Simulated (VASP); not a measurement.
Write the native input for VASP 6.6.1 that does the following.

| Quantity | Value |
| --- | --- |
| Task | single point |
| Functional | PBEsol |
| Potentials or basis | VASP PAW PBE potentials, release 64 (S, W_sv) |
| Cutoff | 520 eV |
| k mesh | 9 × 9 × 1 |
| Occupations | gaussian, width 0.05 eV |
| Spin | no spin polarisation |
| Dipole correction | yes |
| Further INCAR settings | ALGO = Normal; EDIFF = 1e-06; NBANDS = 35 |

The structure of WS2 lies in POSCAR:

```
WS2
1.0
    3.1476068077      0.0000000000      0.0000000000
   -1.5738034039      2.7259074566      0.0000000000
    0.0000000000      0.0000000000     24.5038647401
S W
4 2
Direct
    0.3333333333      0.6666666667      0.3060741675
    0.3333333333      0.6666666667      0.4339478745
    0.0000000000      0.0000000000      0.5660521255
    0.0000000000      0.0000000000      0.6939258325
    0.6666666667      0.3333333333      0.3700183493
    0.3333333333      0.6666666667      0.6299963073
```

These files were run (other wordings do the same):

INCAR

```
SYSTEM = WS2
PREC = Accurate
ENCUT = 520
EDIFF = 1E-6
ISMEAR = 0
SIGMA = 0.05
LREAL = .False.
LASPH = .True.
NELM = 100
ALGO = Normal
ISIF = 2
LWAVE = .False.
LCHARG = .False.
LDIPOL = .True.
IDIPOL = 3
DIPOL = 0.5 0.5 0.500
GGA = PS
NBANDS = 35
```

KPOINTS

```
regular mesh
0
Gamma
  9 9 1
  0 0 0
```

Potentials or basis: VASP PAW PBE potentials, release 64 (S, W_sv).

Run with:

```sh
$ cat potpaw_PBE.64/S/POTCAR potpaw_PBE.64/W_sv/POTCAR > POTCAR
$ mpirun -np 1 vasp_std > vasp.out
```

Results of the run:

```yaml
Largest_force: 0.022 eV/Å
Band_gap_on_the_k_mesh: 1.63 eV (least direct gap 1.89 eV)
```

Caveat: the PAW data sets were made with another functional, which shifts forces and pressure a little; spin-orbit coupling is left out, which moves the levels of the heavy elements.

Run time: 2.8 min on 1 thread of Intel(R) Xeon(R) Platinum 8375C CPU @ 2.90GHz (Ice Lake), with other jobs on the host, peak memory 0.34 GiB.
